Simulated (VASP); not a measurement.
A run of VASP 6.6.1:

Contents of INCAR:

```
PREC = Accurate
ENCUT = 520
EDIFF = 1E-6
ISMEAR = 0
SIGMA = 0.1
LREAL = F
LASPH = T
NELM = 100
ALGO = Normal
ISIF = 2
LWAVE = F
LCHARG = T
GGA = PS
LELF = T
LVHAR = T
NBANDS = 11
```

Contents of KPOINTS:

```
Automatic mesh
0
Gamma
  12 12 12
```

POSCAR

```
Sr
1.0
    0.0000000000      2.9546529440      2.9546529440
    2.9546529440      0.0000000000      2.9546529440
    2.9546529440      2.9546529440      0.0000000000
Sr
1
Direct
    0.0000000000      0.0000000000      0.0000000000
```

Potentials or basis: VASP PAW PBE potentials, release 64 (Sr_sv).

The run is started by

```console
$ cat potpaw_PBE.64/Sr_sv/POTCAR > POTCAR
$ mpirun -np 1 vasp_std > vasp.out
```

Hardware: 1 thread of AMD EPYC 7R13 Processor (Zen 3), on a shared host.

**Question.** Estimate the wall time of this run.

**Answer.** Run time: 21 s on 1 thread of AMD EPYC 7R13 Processor (Zen 3), on a shared host, peak memory 0.16 GiB. Counts: scf iterations 11, k points 72.
